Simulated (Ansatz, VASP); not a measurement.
## CaSe in VASP and in Ansatz

INCAR

```
PREC     = Accurate       # precision mode
ENCUT    = 500            # plane-wave cutoff, eV
EDIFF    = 1E-6           # SCF threshold, eV
ISMEAR   = -5             # smearing method
SIGMA    = 0.1            # smearing width, eV
LREAL    = F              # projectors in reciprocal space
LASPH    = T              # aspherical terms in the spheres
NELM     = 120            # most SCF steps
ALGO     = Normal         # electronic algorithm
ISIF     = 2              # what is computed and relaxed
LWAVE    = F              # write WAVECAR
LCHARG   = T              # write CHGCAR
GGA      = PE             # functional
LELF     = T              # ELF
LVHAR    = T            
NBANDS   = 15             # bands
GGA_COMPAT= F
```

The input KPOINTS:

```
regular mesh
0
Gamma
  7 7 7
```

The input POSCAR:

```
CaSe
1.0
    0.0000000000      2.9560000000      2.9560000000
    2.9560000000      0.0000000000      2.9560000000
    2.9560000000      2.9560000000      0.0000000000
Ca Se
1 1
Direct
    0.0000000000      0.0000000000      0.0000000000
    0.5000000000      0.5000000000      0.5000000000
```

Input for Ansatz:

```yaml
crystal:
  lattice:
    - [0.0, 2.956, 2.956]
    - [2.956, 0.0, 2.956]
    - [2.956, 2.956, 0.0]
  atoms:
    - { symbol: Ca, position: [0.0, 0.0, 0.0] }
    - { symbol: Se, position: [0.5, 0.5, 0.5] }
kpoints:
  mp_grid: { grid: [7, 7, 7] }
scf:
  occupations: { method: tetrahedron }
hamiltonian:
  xc: pbe
  pseudopotentials: { kind: all_electron, lapw: { basis_error: 0.001 } }
output:
  forces: true
  stress: true
  eigenvalues: true
```

Alike in both runs: task single point; functional PBE; k mesh 7 × 7 × 7; occupations tetrahedron; no spin polarisation.

|  | VASP | Ansatz |
| --- | --- | --- |
| version | VASP 6.6.1 | Ansatz 0.2.0 |
| potentials or method | VASP PAW PBE potentials, release 64 (Ca_sv, Se), cutoff 500 eV | all-electron LAPW, scalar-relativistic |

|  | VASP | Ansatz | Ansatz less VASP |
| --- | --- | --- | --- |
| gap on the k mesh at the Fermi level (eV) | 2.08 | 2.09 | +0.009 |
| pressure (GPa) | 1.3 | 1.2 | -0.18 |

Ansatz ran all-electron here, and VASP with PAW potentials. Ansatz's warnings: band table not solved further, tetrahedron derivatives may miss energy slope.
